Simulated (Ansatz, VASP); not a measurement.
**HRh6: VASP beside Ansatz**

Contents of INCAR:

```
PREC = Accurate
ENCUT = 520
EDIFF = 1E-6
ISMEAR = 0
SIGMA = 0.1
LREAL = F
LASPH = T
NELM = 100
ALGO = Normal
ISIF = 2
LWAVE = F
LCHARG = F
LDIPOL = T
IDIPOL = 3
DIPOL = 0.5 0.5 0.291
GGA = PE
NBANDS = 104
```

File KPOINTS:

```
Automatic mesh
0
Gamma
  5 5 1
```

POSCAR

```
HRh6
1.0
    5.4163401145      0.0000000000      0.0000000000
    0.0000000000      5.4163401145      0.0000000000
    0.0000000000      0.0000000000     21.6737367085
Rh H
12 2
Direct
    0.2500000000      0.2500000000      0.1845551625
    0.2500000000      0.7500000000      0.1845551625
    0.7500000000      0.2500000000      0.1845551625
    0.7500000000      0.7500000000      0.1845551625
    0.0000000000      0.0000000000      0.2693761947
    0.0000000000      0.5000000000      0.2693761947
    0.5000000000      0.0000000000      0.2693761947
    0.5000000000      0.5000000000      0.2693761947
    0.2500000000      0.2500000000      0.3540569313
    0.2500000000      0.7500000000      0.3540569313
    0.7500000000      0.2500000000      0.3540569313
    0.7500000000      0.7500000000      0.3540569313
    0.2553698675      0.5000000000      0.4191126261
    0.7446301325      0.5000000000      0.4191126261
```

Input for Ansatz:

```yaml
crystal:
  lattice:
    - [5.4163401145, 0.0, 0.0]
    - [0.0, 5.4163401145, 0.0]
    - [0.0, 0.0, 21.6737367085]
  atoms:
    - { symbol: Rh, position: [0.25, 0.25, 0.1845551625] }
    - { symbol: Rh, position: [0.25, 0.75, 0.1845551625] }
    - { symbol: Rh, position: [0.75, 0.25, 0.1845551625] }
    - { symbol: Rh, position: [0.75, 0.75, 0.1845551625] }
    - { symbol: Rh, position: [0.0, 0.0, 0.2693761947] }
    - { symbol: Rh, position: [0.0, 0.5, 0.2693761947] }
    - { symbol: Rh, position: [0.5, 0.0, 0.2693761947] }
    - { symbol: Rh, position: [0.5, 0.5, 0.2693761947] }
    - { symbol: Rh, position: [0.25, 0.25, 0.3540569313] }
    - { symbol: Rh, position: [0.25, 0.75, 0.3540569313] }
    - { symbol: Rh, position: [0.75, 0.25, 0.3540569313] }
    - { symbol: Rh, position: [0.75, 0.75, 0.3540569313] }
    - { symbol: H, position: [0.2553698675, 0.5, 0.4191126261] }
    - { symbol: H, position: [0.7446301325, 0.5, 0.4191126261] }
basis:
  ecutwfc: 420
kpoints:
  mp_grid: { grid: [5, 5, 1] }
hamiltonian:
  xc: pbe
scf:
  occupations: { method: gaussian, width: 0.1 }
output:
  forces: true
  eigenvalues: true
efield:
  axis: 3
  dipole_correction: true
  ramp_width: 0.04
```

Alike in both runs: task single point; functional PBE; k mesh 5 × 5 × 1; occupations gaussian, width 0.1 eV; no spin polarisation.

|  | VASP | Ansatz |
| --- | --- | --- |
| version | VASP 6.6.1 | Ansatz 0.2.0 |
| potentials or method | VASP PAW PBE potentials, release 64 (Rh_pv, H), cutoff 520 eV | scalar-relativistic, plane waves, PAW |
| valence electrons in the cell | 182 | 206 |

|  | VASP | Ansatz | Ansatz less VASP |
| --- | --- | --- | --- |
| gap on the k mesh at the Fermi level (eV) | none | none | - |
| rms of the force components (eV/Å) | 0.429 | 0.428 | -0.0010 |

Atom by atom the forces differ by 0.002 eV/Å (rms over components). A gap of «none» marks a metal or a gap that the smearing closes. VASP's potentials hold 182 valence electrons a cell and Ansatz's 206, so a difference there can come from the potentials and not from the codes.
